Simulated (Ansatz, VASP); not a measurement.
# Zr2N: VASP beside Ansatz

The input INCAR:

```
PREC = Accurate
ENCUT = 520
EDIFF = 1E-6
ISMEAR = 0
SIGMA = 0.5
LREAL = F
LASPH = T
NELM = 80
ALGO = Normal
ISIF = 2
LWAVE = F
LCHARG = T
GGA = PS
LELF = T
LVHAR = T
NBANDS = 38
```

The input KPOINTS:

```
Automatic mesh
0
Gamma
  8 8 10
```

The input POSCAR:

```
Zr2N
1.0
    5.4130027300      0.0000000000      0.0000000000
    0.0000000000      5.4130027300      0.0000000000
    0.0000000000      0.0000000000      3.3077891900
Zr N
4 2
Direct
    0.2961254600      0.2961254600      0.0000000000
    0.7038745400      0.7038745400      0.0000000000
    0.7961254600      0.2038745400      0.5000000000
    0.2038745400      0.7961254600      0.5000000000
    0.0000000000      0.0000000000      0.0000000000
    0.5000000000      0.5000000000      0.5000000000
```

Input for Ansatz:

```yaml
crystal:
  lattice:
    - [5.41300273, 0.0, 0.0]
    - [0.0, 5.41300273, 0.0]
    - [0.0, 0.0, 3.30778919]
  atoms:
    - { symbol: Zr, position: [0.29612546, 0.29612546, 0.0] }
    - { symbol: Zr, position: [0.70387454, 0.70387454, 0.0] }
    - { symbol: Zr, position: [0.79612546, 0.20387454, 0.5] }
    - { symbol: Zr, position: [0.20387454, 0.79612546, 0.5] }
    - { symbol: "N", position: [0.0, 0.0, 0.0] }
    - { symbol: "N", position: [0.5, 0.5, 0.5] }
basis:
  ecutwfc: 420
kpoints:
  mp_grid: { grid: [8, 8, 10] }
hamiltonian:
  xc: pbesol
scf:
  occupations: { method: gaussian, width: 0.5 }
output:
  forces: true
  stress: true
  eigenvalues: true
```

Alike in both runs: task single point; functional PBEsol; k mesh 8 × 8 × 10; occupations gaussian, width 0.5 eV; no spin polarisation.

```csv
,VASP,Ansatz
version,VASP 6.6.1,Ansatz 0.2.0
potentials or method,"VASP PAW PBE potentials, release 64 (Zr_sv, N), cutoff 520 eV","scalar-relativistic, plane waves, PAW"
valence electrons in the cell,58,58
```

Ansatz gave:

| Quantity | Value |
| --- | --- |
| gap on the k mesh at the Fermi level (eV) | none |
| pressure (GPa) | -4.7 |
| traceless stress, the component that is largest in VASP (GPa) | -0.45 |
| rms of the force components (eV/Å) | 0.003 |

Problem. What did VASP give for the same quantities?

Solution. gap on the k mesh at the Fermi level (eV): none; pressure (GPa): -4.5; traceless stress, the component that is largest in VASP (GPa): -0.43; rms of the force components (eV/Å): 0.001.

VASP's potentials were made for PBE, not for PBEsol. Atom by atom the forces differ by 0.002 eV/Å (rms over components). A gap of «none» marks a metal or a gap that the smearing closes.
